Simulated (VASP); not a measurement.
# Fe (Fmmm) in VASP: single point with PBE

Aim: the single point of Fe with PBE.

Program: VASP 6.6.1. These are calculated values, not measurements. Logs are shortened: lines on timing, memory, paths and dates and some standing lists are left out, and cuts for length are marked.

### Step 1. The cell of the first run

It takes space group Fmmm (No. 69, orthorhombic). The conventional cell has a = 3.400 Å, b = 3.452 Å, c = 3.710 Å, α = 90.00°, β = 90.00°, γ = 90.00°. Fe (site symmetry mmm) has 12 Fe at 2.42 to 2.53 Å within 3.2 Å.

### Step 2. Single point, PBE, non-collinear spin, typed start, spin-orbit coupling

Contents of INCAR:

```
SYSTEM = Fe
ALGO = Normal
EDIFF = 1E-6
ENCUT = 520
GGA = PE
GGA_COMPAT = .FALSE.
ISIF = 2
ISMEAR = -1
LASPH = .TRUE.
LCHARG = .TRUE.
LMAXMIX = 4
LORBIT = 11
LORBMOM = .TRUE.
LREAL = .FALSE.
LSORBIT = .TRUE.
LVHAR = .TRUE.
LWAVE = .FALSE.
MAGMOM = -1.6 0 0 1.6 0 0
NBANDS = 28
NELM = 150
PREC = Accurate
SIGMA = 0.05
```

Contents of KPOINTS:

```
k-points
0
G
  12 12 8
  0 0 0
```

Contents of POSCAR:

```
Fe
1.0
    1.7000753688     -1.7262356591      0.0000000000
    1.7000753688      1.7262356591      0.0000000000
    0.0000000000      0.0000000000      3.7097032485
Fe
2
Direct
    0.5000000000      0.5000000000      0.5000000000
    0.0000000000      0.0000000000      0.0000000000
```

Potentials or basis: VASP PAW PBE potentials, release 64 (Fe).

The run is started by

```
$ cat potpaw_PBE.64/Fe/POTCAR > POTCAR
$ mpirun -np 1 vasp_ncl > vasp.out
```

OUTCAR:

```text
SYSTEM = Fe
   EDIFF = 1E-6
   ENCUT = 520
   GGA = PE
   ISIF = 2
   ISMEAR = -1
   LASPH = .TRUE.
   LORBIT = 11
   LREAL = .FALSE.
   LSORBIT = .TRUE.
   NELM = 150
   PREC = Accurate

 ion  position               nearest neighbor table
   1  0.500  0.500  0.500-   2 2.52   2 2.52   2 2.52   2 2.52   2 2.53   2 2.53   2 2.53   2 2.53

   2  0.000  0.000  0.000-   1 2.52   1 2.52   1 2.52   1 2.52   1 2.53   1 2.53   1 2.53   1 2.53

  LATTYP: Found a base centered orthorhombic cell.
 ALAT       =     3.4001507376
 B/A-ratio  =     1.0153877239
 C/A-ratio  =     1.0910408199

  Lattice vectors:

 A1 = (   1.7000753688,  -1.7262356591,   0.0000000000)
 A2 = (   1.7000753688,   1.7262356591,   0.0000000000)
 A3 = (   0.0000000000,   0.0000000000,   3.7097032485)

Analysis of symmetry for initial positions (statically):
=====================================================================
 Subroutine PRICEL returns following result:

  LATTYP: Found a face centered orthorhombic cell.
 ALAT       =     3.4001507376
 B/A-ratio  =     1.0153877239
 C/A-ratio  =     1.0910408199

  Lattice vectors:

 A1 = (   0.0000000000,  -1.7262356591,  -1.8548516242)
 A2 = (   1.7000753688,   0.0000000000,  -1.8548516242)
 A3 = (   1.7000753688,  -1.7262356591,   0.0000000000)

   2 primitive cells build up your supercell.

 Routine SETGRP: Setting up the symmetry group for a
 base centered orthorhombic supercell.

 Subroutine GETGRP returns: Found  8 space group operations
 (whereof  8 operations were pure point group operations)
 out of a pool of  8 trial point group operations.

The static configuration has the point symmetry D_2h.

Analysis of symmetry for dynamics (positions and initial velocities):
=====================================================================
 Subroutine PRICEL returns following result:

  LATTYP: Found a face centered orthorhombic cell.
 ALAT       =     3.4001507376
 B/A-ratio  =     1.0153877239
 C/A-ratio  =     1.0910408199

  Lattice vectors:

 A1 = (   0.0000000000,  -1.7262356591,  -1.8548516242)
 A2 = (   1.7000753688,   0.0000000000,  -1.8548516242)
 A3 = (   1.7000753688,  -1.7262356591,   0.0000000000)

   2 primitive cells build up your supercell.

 Routine SETGRP: Setting up the symmetry group for a
 base centered orthorhombic supercell.

 Subroutine GETGRP returns: Found  8 space group operations
 (whereof  8 operations were pure point group operations)
 out of a pool of  8 trial point group operations.

The dynamic configuration has the point symmetry D_2h.

Analysis of structural, dynamic, and magnetic symmetry:
=====================================================================
 Subroutine PRICEL returns:
 Original cell was already a primitive cell.

 Routine SETGRP: Setting up the symmetry group for a
 base centered orthorhombic supercell.

 Subroutine GETGRP returns: Found  8 space group operations
 (whereof  4 operations were pure point group operations)
 out of a pool of  8 trial point group operations.

The overall configuration has the point symmetry C_2h.
 The point group associated with its full space group is D_2h.

 Subroutine INISYM returns: Found  8 space group operations
 (whereof  4 operations are pure point group operations),
 and found     1 'primitive' translations

----------------------------------------------------------------------------------------

                                     Primitive cell

  volume of cell :      21.7740

  direct lattice vectors                    reciprocal lattice vectors
     1.700075369 -1.726235659  0.000000000     0.294104608 -0.289647591  0.000000000
     1.700075369  1.726235659  0.000000000     0.294104608  0.289647591  0.000000000
     0.000000000  0.000000000  3.709703248     0.000000000  0.000000000  0.269563341

  length of vectors
     2.422838379  2.422838379  3.709703248     0.412787170  0.412787170  0.269563341

  position of ions in fractional coordinates (direct lattice)
     0.500000000  0.500000000  0.500000000
     0.000000000  0.000000000  0.000000000

  ion indices of the primitive-cell ions
   primitive index   ion index
                 1           1
                 2           2

----------------------------------------------------------------------------------------

 KPOINTS: k-points

Automatic generation of k-mesh.
 Grid dimensions read from file:
 generate k-points for:   12   12    8

 Generating k-lattice:

  Cartesian coordinates                     Fractional coordinates (reciprocal lattice)
     0.024508717 -0.024137299  0.000000000     0.083333333 -0.000000000  0.000000000
[... 65 lines left out ...]
   ISIF   =      2    stress and relaxation
   ISYM   =      2    0-nonsym 1-usesym 2-fastsym
   POTIM  = 0.5000    time-step for ionic-motion
   TEBEG  =    0.0;   TEEND  =   0.0 temperature during run
   PSTRESS=    0.0 pullay stress
   NELECT =      16.0000    total number of electrons
   NUPDOWN=      -1.0000    fix difference up-down
   EMIN   =  10.00;   EMAX   =-10.00  energy-range for DOS
   EFERMI =   0.00;   METHOD = LEGACY
   ISMEAR =    -1;   SIGMA  =   0.05  broadening in eV -4-tet -1-fermi 0-gaus
   EFERMI_NEDOS =   21; number of points for ismear=-14 and -15
   IALGO  =     38    algorithm
   IMIX   =      4    mixing-type and parameters
     AMIX     =   0.40;   BMIX     =  1.00
     AMIX_MAG =   1.60;   BMIX_MAG =  1.00
  volume/ion in A,a.u.               =      10.89        73.47
  Fermi-wavevector in a.u.,A,eV,Ry     =   1.477301  2.791694 29.693606  2.182418
  Thomas-Fermi vector in A             =   2.591722
   LORBIT       =     11    0 simple, 1 ext, 2 COOP (PROOUT), +10 PAW based schemes
   GGA     = PE    functional components
   LHFCALC =     F    Hartree Fock is set to
   AEXX    =    0.0000 exact exchange contribution
   IVDW    =     0    specifies the selected vdW correction
   LEPSILON=     F    determine dielectric tensor
   LRPA    =     F    only Hartree local field effects (RPA)
  energy-cutoff  :      520.00
  volume of cell :       21.77
 maximum number of plane-waves:      1210
   NGX =  9   NGY =  9   NGZ = 13

 number of electron      16.0000016 magnetization      -0.0000000     -0.0000000      0.0000000

 number of electron      16.0000016 magnetization      -0.0000000      0.0000000      0.0000000

 number of electron      16.0000016 magnetization       0.0000000      0.0000000      0.0000000

 Free energy of the ion-electron system (eV)
  ---------------------------------------------------
  ext. energy  EPLUGINS =         0.00000000
  ---------------------------------------------------
  free energy    TOTEN  =       -16.31981666 eV

  energy without entropy =      -16.30036685  energy(sigma->0) =      -16.31009176

 E-fermi :   6.4569     XC(G=0): -13.3861

 val. band max:        6.4559181187   @ k =   0.4167   0.2500   0.0000
 cond. band min:       6.4583968743   @ k =  -0.1667   0.1667   0.5000
 fundamental gap:      0.0024787555
 Fermi energy:         6.4569207167

 k-point     1 :       0.0000    0.0000    0.0000
  band No.  band energies     occupation
      1      -2.3391      1.00000
      2      -2.3391      1.00000
      3       1.5454      1.00000
      4       1.5454      1.00000
      5       2.3145      1.00000
      6       2.3145      1.00000
[... 733 lines left out ...]
     27      18.2901      0.00000
     28      18.2902      0.00000

 [... further k-points ...]

------------------------ aborting loop because EDIFF is reached ----------------------------------------

  FORCE on cell =-STRESS in cart. coord.  units (eV):
  Direction    XX          YY          ZZ          XY          YZ          ZX
  --------------------------------------------------------------------------------------
  -------------------------------------------------------------------------------------
  Total       -0.1574528     -0.2731711     -0.2447003      0.0000000      0.0000000      0.0000000
  in kB      -11.5857354    -20.1005455    -18.0056049      0.0000000      0.0000000      0.0000000
  external PRESSURE =     -16.5639619 kB  Pullay stress =       0.0000000 kB

 VOLUME and BASIS-vectors are now :
 -----------------------------------------------------------------------------
  energy-cutoff  :      520.00
  volume of cell :       21.77
      direct lattice vectors                 reciprocal lattice vectors
     1.700075369 -1.726235659  0.000000000     0.294104608 -0.289647591  0.000000000
     1.700075369  1.726235659  0.000000000     0.294104608  0.289647591  0.000000000
     0.000000000  0.000000000  3.709703248     0.000000000  0.000000000  0.269563341

 POSITION                                       TOTAL-FORCE (eV/Angst)
 -----------------------------------------------------------------------------------
      1.70008      0.00000      1.85485        -0.000000      0.000000      0.000000
      0.00000      0.00000      0.00000         0.000000      0.000000      0.000000
 -----------------------------------------------------------------------------------
    total drift:                                0.000000      0.000000      0.000000

  FREE ENERGIE OF THE ION-ELECTRON SYSTEM (eV)
  ---------------------------------------------------
  free  energy   TOTEN  =       -16.3198166635 eV

  energy  without entropy=      -16.3003668486  energy(sigma->0) =      -16.31009176

 orbital moment (x)

 # of ion     p       d       tot
 ----------------------------------------
  1         0.001  -0.044  -0.043
  2        -0.001   0.044   0.043
 ----------------------------------------
           -0.000   0.000   0.000

 orbital moment (y)

 # of ion     p       d       tot
 ----------------------------------------
  1         0.000   0.000   0.000
  2         0.000  -0.000  -0.000
 ----------------------------------------
            0.000  -0.000  -0.000

 orbital moment (z)

 # of ion     p       d       tot
 ----------------------------------------
  1         0.000  -0.000  -0.000
  2        -0.000   0.000   0.000
 ----------------------------------------
            0.000   0.000   0.000

 Spin-Orbit-Coupling matrix elements

 Ion:    1  E_soc:     -0.0127133
 l=   1
     0.0000000    -0.0003418    -0.0003418
    -0.0003418     0.0000000    -0.0003481
    -0.0003418    -0.0003481     0.0000000
 l=   2
     0.0000000    -0.0003481     0.0000000    -0.0003618    -0.0014253
    -0.0003481     0.0000000    -0.0011393    -0.0003570    -0.0002147
     0.0000000    -0.0011393     0.0000000    -0.0011138     0.0000000
    -0.0003618    -0.0003570    -0.0011138     0.0000000    -0.0003648
    -0.0014253    -0.0002147     0.0000000    -0.0003648     0.0000000
 l=   3
     0.0000000     0.0000000     0.0000000     0.0000000     0.0000000     0.0000000     0.0000000
     0.0000000     0.0000000     0.0000000     0.0000000     0.0000000     0.0000000     0.0000000
     0.0000000     0.0000000     0.0000000     0.0000000     0.0000000     0.0000000     0.0000000
     0.0000000     0.0000000     0.0000000     0.0000000     0.0000000     0.0000000     0.0000000
     0.0000000     0.0000000     0.0000000     0.0000000     0.0000000     0.0000000     0.0000000
     0.0000000     0.0000000     0.0000000     0.0000000     0.0000000     0.0000000     0.0000000
     0.0000000     0.0000000     0.0000000     0.0000000     0.0000000     0.0000000     0.0000000

 Ion:    2  E_soc:     -0.0127133
 l=   1
     0.0000000    -0.0003418    -0.0003418
    -0.0003418     0.0000000    -0.0003481
    -0.0003418    -0.0003481     0.0000000
 l=   2
     0.0000000    -0.0003481     0.0000000    -0.0003618    -0.0014253
    -0.0003481     0.0000000    -0.0011393    -0.0003570    -0.0002147
     0.0000000    -0.0011393     0.0000000    -0.0011138     0.0000000
    -0.0003618    -0.0003570    -0.0011138     0.0000000    -0.0003648
    -0.0014253    -0.0002147     0.0000000    -0.0003648     0.0000000
 l=   3
     0.0000000     0.0000000     0.0000000     0.0000000     0.0000000     0.0000000     0.0000000
     0.0000000     0.0000000     0.0000000     0.0000000     0.0000000     0.0000000     0.0000000
     0.0000000     0.0000000     0.0000000     0.0000000     0.0000000     0.0000000     0.0000000
     0.0000000     0.0000000     0.0000000     0.0000000     0.0000000     0.0000000     0.0000000
     0.0000000     0.0000000     0.0000000     0.0000000     0.0000000     0.0000000     0.0000000
     0.0000000     0.0000000     0.0000000     0.0000000     0.0000000     0.0000000     0.0000000
     0.0000000     0.0000000     0.0000000     0.0000000     0.0000000     0.0000000     0.0000000

 total charge

# of ion       s       p       d       tot
------------------------------------------
    1        0.512   0.591   6.250   7.353
    2        0.512   0.591   6.250   7.353
--------------------------------------------------
tot          1.024   1.182  12.501  14.707

 magnetization (x)

# of ion       s       p       d       tot
------------------------------------------
    1       -0.019  -0.038  -1.579  -1.637
    2        0.019   0.038   1.579   1.637
--------------------------------------------------
tot          0.000   0.000   0.000   0.000

 magnetization (y)

# of ion       s       p       d       tot
------------------------------------------
    1        0.000   0.000   0.000   0.000
    2        0.000   0.000   0.000   0.000
--------------------------------------------------
tot          0.000   0.000   0.000   0.000

 magnetization (z)

# of ion       s       p       d       tot
------------------------------------------
    1        0.000   0.000   0.000   0.000
    2        0.000   0.000   0.000   0.000
--------------------------------------------------
tot          0.000   0.000   0.000   0.000
```

It took 14 min on 1 thread of Oxide Virtual Turin-like, shared host; peak memory 0.27 GiB.

Results:

```yaml
Free_energy: -16.3198 eV
Pressure: -1.7 GPa
Net_moment: 0.00 μB per cell
Valence_electrons_inside_the_program's_atomic_spheres: Fe 7.35
```

Moments on the atoms (μB; x, y, z):
```
Fe  -1.64  0.00  0.00
Fe   1.64  0.00  0.00
```
